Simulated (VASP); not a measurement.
A run of VASP 6.6.1 is set up as follows.

File INCAR:

```
PREC = Accurate ; ENCUT = 520
EDIFF = 1E-7 ; ISMEAR = -1
SIGMA = 0.05 ; LREAL = False
LASPH = True ; NELM = 150
ALGO = Normal ; ISIF = 2
LWAVE = False ; LCHARG = True
ISPIN = 2 ; MAGMOM = 3
LORBIT = 11 ; LMAXMIX = 4
GGA = PE ; LELF = True
LVHAR = True ; NBANDS = 14
```

KPOINTS

```
Automatic mesh
0
Gamma
  11 11 11
```

File POSCAR:

```
Fe
1.0
   -1.4574300000      1.4574300000      1.4430000000
    1.4574300000     -1.4574300000      1.4430000000
    1.4574300000      1.4574300000     -1.4430000000
Fe
1
Direct
    0.0000000000      0.0000000000      0.0000000000
```

Potentials or basis: VASP PAW PBE potentials, release 64 (Fe).

The run is started by

```console
$ cat potpaw_PBE.64/Fe/POTCAR > POTCAR
$ mpirun -np 1 vasp_std > vasp.out
```

Task: What does it give for the site moments?

Result: Fe +2.34 μB.

Task: Predict the net moment.

Result: 2.33 μB per cell.

Task: Predict the pressure.

Result: -11.7 GPa.

Stress tensor (GPa, compression positive):
```
-11.98   0.00   0.00
  0.00 -11.98   0.00
  0.00   0.00 -11.12
```
